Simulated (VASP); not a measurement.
# SrCl2 (R-3m) in VASP: notebook, part 2 of 2

VASP 6.6.1. Earlier steps stand in the parts before.

## 3. Single point, PBE

This run uses another cell than the first one, of the same volume but with other edges.

INCAR

```
PREC = Accurate ; ENCUT = 520
EDIFF = 1E-7 ; ISMEAR = 0
SIGMA = 0.05 ; LREAL = F
LASPH = T ; NELM = 60
ALGO = Normal ; ISIF = 2
LWAVE = F ; LCHARG = T
GGA = PE ; LELF = T
LVHAR = T ; NBANDS = 19
```

KPOINTS

```
Automatic mesh
0
Gamma
  6 6 6
```

POSCAR

```
SrCl2
1.0
    0.4373308105      3.7173118892      3.7173118892
    3.7173118892      0.4373308105      3.7173118892
    3.7173118892      3.7173118892      0.4373308105
Sr Cl
1 2
Direct
    0.0000000000      0.0000000000      0.0000000000
    0.2500000000      0.2500000000      0.2500000000
    0.7500000000      0.7500000000      0.7500000000
```

Potentials or basis: VASP PAW PBE potentials, release 64 (Sr_sv, Cl).

Launch:

```console
cat potpaw_PBE.64/Sr_sv/POTCAR potpaw_PBE.64/Cl/POTCAR > POTCAR
mpirun -np 1 vasp_std > vasp.out
```

Wall time 64 s (1 thread of Intel Xeon Platinum 8259CL at 2.50GHz (Skylake/Cascade Lake), shared host); peak memory 0.25 GiB.

It converged, with:

| Quantity | Value |
| --- | --- |
| Free energy | -12.6780 eV |
| Pressure | 2.5 GPa |
| Largest force | 0.291 eV/Å |
| Band gap on the k mesh | 5.43 eV, indirect (least direct gap 5.50 eV) |

Forces on the atoms (eV/Å):
```
Sr   0.000  0.000  0.000
Cl  -0.168 -0.168 -0.168
Cl   0.168  0.168  0.168
```

Stress tensor (GPa, compression positive):
```
 2.47 -0.78 -0.78
-0.78  2.47 -0.78
-0.78 -0.78  2.47
```

Levels at points of the mesh, in eV from the valence-band top:
```csv
k point,band 8,band 9,band 10,band 11,band 12,band 13,band 14,band 15,band 16,band 17
"(0.00, 0.00, 0.00)",-1.97,-1.97,-0.36,-0.36,-0.07,5.43,6.26,6.26,8.17,9.15
"(0.50, 0.00, 0.00)",-1.49,-1.37,-1.27,-0.97,-0.91,6.65,7.33,7.56,8.07,8.39
"(0.50, 0.50, 0.00)",-1.88,-1.57,-0.66,-0.17,0.00,5.65,6.85,7.84,8.32,8.57
"(0.50, 0.50, 0.50)",-1.57,-1.29,-1.24,-0.86,-0.86,6.67,6.67,6.97,7.83,8.53
```

## 4. Single point, PBE

This run uses another cell than the first one, of the same volume but with other edges.

INCAR

```
SYSTEM = SrCl2
PREC = Accurate
ENCUT = 520
EDIFF = 1E-6
ISMEAR = 0
SIGMA = 0.05
LREAL = .FALSE.
LASPH = .TRUE.
NELM = 100
ALGO = Normal
ISIF = 2
LWAVE = .FALSE.
LCHARG = .FALSE.
GGA = PE
NBANDS = 19
```

KPOINTS

```
Automatic mesh
0
G
  6 6 6
  0 0 0
```

POSCAR

```
SrCl2
1.0
    1.3628735433      4.2833168504      4.2833168504
    4.2833168504      1.3628735433      4.2833168504
    4.2833168504      4.2833168504      1.3628735433
Sr Cl
1 2
Direct
    0.0000000000      0.0000000000      0.0000000000
    0.2500000000      0.2500000000      0.2500000000
    0.7500000000      0.7500000000      0.7500000000
```

Potentials or basis: VASP PAW PBE potentials, release 64 (Sr_sv, Cl).

Launch:

```console
cat potpaw_PBE.64/Sr_sv/POTCAR potpaw_PBE.64/Cl/POTCAR > POTCAR
mpirun -np 1 vasp_std > vasp.out
```

OUTCAR:

```text
SYSTEM = SrCl2
   PREC = Accurate
   ENCUT = 520
   EDIFF = 1E-6
   ISMEAR = 0
   LREAL = .FALSE.
   LASPH = .TRUE.
   NELM = 100
   ISIF = 2
   GGA = PE

 ion  position               nearest neighbor table
   1  0.000  0.000  0.000-   3 2.78   2 2.78   3 2.78   3 2.78   2 2.78   2 2.78
   2  0.250  0.250  0.250-   1 2.78   1 2.78   1 2.78
   3  0.750  0.750  0.750-   1 2.78   1 2.78   1 2.78

  LATTYP: Found a trigonal (rhomboedric) cell.
 ALAT       =     6.2089476384
 COS(alpha) =     0.7787610619

  Lattice vectors:

 A1 = (   1.3628735433,   4.2833168504,   4.2833168504)
 A2 = (   4.2833168504,   1.3628735433,   4.2833168504)
 A3 = (   4.2833168504,   4.2833168504,   1.3628735433)

Analysis of symmetry for initial positions (statically):
=====================================================================
 Subroutine PRICEL returns:
 Original cell was already a primitive cell.

 Routine SETGRP: Setting up the symmetry group for a
 trigonal (rhombohedral) supercell.

 Subroutine GETGRP returns: Found 12 space group operations
 (whereof 12 operations were pure point group operations)
 out of a pool of 12 trial point group operations.

The static configuration has the point symmetry D_3d.

Analysis of symmetry for dynamics (positions and initial velocities):
=====================================================================
 Subroutine PRICEL returns:
 Original cell was already a primitive cell.

 Routine SETGRP: Setting up the symmetry group for a
 trigonal (rhombohedral) supercell.

 Subroutine GETGRP returns: Found 12 space group operations
 (whereof 12 operations were pure point group operations)
 out of a pool of 12 trial point group operations.

The dynamic configuration has the point symmetry D_3d.

 Subroutine INISYM returns: Found 12 space group operations
 (whereof 12 operations are pure point group operations),
 and found     1 'primitive' translations

----------------------------------------------------------------------------------------
[... 115 lines left out ...]
     AMIX_MAG =   1.60;   BMIX_MAG =  1.00
  volume/ion in A,a.u.               =      28.23       190.50
  Fermi-wavevector in a.u.,A,eV,Ry     =   1.075318  2.032056 15.732530  1.156308
  Thomas-Fermi vector in A             =   2.211171
   LORBIT       =      0    0 simple, 1 ext, 2 COOP (PROOUT), +10 PAW based schemes
   GGA     = PE    functional components
   LHFCALC =     F    Hartree Fock is set to
   AEXX    =    0.0000 exact exchange contribution
   IVDW    =     0    specifies the selected vdW correction
   LEPSILON=     F    determine dielectric tensor
   LRPA    =     F    only Hartree local field effects (RPA)
 non-spin polarized calculation
 Gauss-broadening in eV      SIGMA  =   0.05
  energy-cutoff  :      520.00
  volume of cell :       84.69
 maximum number of plane-waves:      2302
 NGX is ok and might be reduce to    48

 number of electron      24.0000002 magnetization

 Free energy of the ion-electron system (eV)
  ---------------------------------------------------
  ext. energy  EPLUGINS =         0.00000000
  ---------------------------------------------------
  free energy    TOTEN  =       -12.35175090 eV

  energy without entropy =      -12.35175090  energy(sigma->0) =      -12.35175090

 E-fermi :  -0.0004     XC(G=0):  -8.2300

 val. band max:       -0.3380198575   @ k =   0.0000   0.0000   0.0000
 cond. band min:       5.1419966462   @ k =   0.5000   0.5000  -0.0000
 fundamental gap:      5.4800165037
 Fermi energy:        -0.0003786865

 k-point     1 :       0.0000    0.0000    0.0000
  band No.  band energies     occupation
      1     -32.4201      2.00000
      2     -15.0196      2.00000
      3     -14.4390      2.00000
      4     -14.4390      2.00000
      5     -13.3871      2.00000
      6     -12.2899      2.00000
[... 505 lines left out ...]
      6     -12.3751      2.00000
[... 11 lines left out ...]
     18       9.6453      0.00000
     19       9.8936      0.00000

 [... further k-points ...]

------------------------ aborting loop because EDIFF is reached ----------------------------------------

  FORCE on cell =-STRESS in cart. coord.  units (eV):
  Direction    XX          YY          ZZ          XY          YZ          ZX
  --------------------------------------------------------------------------------------
  -------------------------------------------------------------------------------------
  Total        3.5521429      3.5521429      3.5521429     -0.6363641     -0.6363641     -0.6363641
  in kB       67.2010038     67.2010038     67.2010038    -12.0390162    -12.0390162    -12.0390162
  external PRESSURE =      67.2010038 kB  Pullay stress =       0.0000000 kB

 VOLUME and BASIS-vectors are now :
 -----------------------------------------------------------------------------
  energy-cutoff  :      520.00
  volume of cell :       84.69
      direct lattice vectors                 reciprocal lattice vectors
     1.362873543  4.283316850  4.283316850    -0.194705869  0.147707900  0.147707900
     4.283316850  1.362873543  4.283316850     0.147707900 -0.194705869  0.147707900
     4.283316850  4.283316850  1.362873543     0.147707900  0.147707900 -0.194705869

 POSITION                                       TOTAL-FORCE (eV/Angst)
 -----------------------------------------------------------------------------------
      0.00000      0.00000      0.00000        -0.000000     -0.000000      0.000000
      2.48238      2.48238      2.48238        -0.328380     -0.328380     -0.328380
      7.44713      7.44713      7.44713         0.328380      0.328380      0.328380
 -----------------------------------------------------------------------------------
    total drift:                               -0.000000     -0.000000      0.000000

  FREE ENERGIE OF THE ION-ELECTRON SYSTEM (eV)
  ---------------------------------------------------
  free  energy   TOTEN  =       -12.3517509043 eV

  energy  without entropy=      -12.3517509043  energy(sigma->0) =      -12.35175090
```

Wall time 97 s (1 thread of Intel Xeon Platinum 8259CL at 2.50GHz (Skylake/Cascade Lake), shared host); peak memory 0.33 GiB.

Results:

```
Free energy            : -12.3518 eV
Pressure               : 6.7 GPa
Largest force          : 0.569 eV/Å
Band gap on the k mesh : 5.48 eV, indirect (least direct gap 5.88 eV)
```

Forces in eV/Å, atoms in the order of the input:
```
Sr   0.000  0.000  0.000
Cl  -0.328 -0.328 -0.328
Cl   0.328  0.328  0.328
```

Stress tensor (GPa, compression positive):
```
 6.72 -1.20 -1.20
-1.20  6.72 -1.20
-1.20 -1.20  6.72
```

 A k mesh can miss the band edges.

## 5. Overview

```csv
cell,gap on the mesh (eV),pressure (GPa),largest force (eV/Å)
"a = 4.698 Å, angles 67.3°, 3 atoms",5.33,3.0,0.94
"a = 5.275 Å, angles 52.2°, 3 atoms",5.43,2.5,0.29
"a = 6.209 Å, angles 38.9°, 3 atoms",5.48,6.7,0.57
```

Alike in all rows: task single point; level PBE; potentials or basis VASP PAW PBE potentials, release 64 (Sr_sv, Cl); no spin polarisation; k mesh 6 × 6 × 6; cutoff (eV) 520; smearing gaussian 0.05 eV.

Total energies depend on the potentials used, so only differences within one code and one set of settings carry meaning.
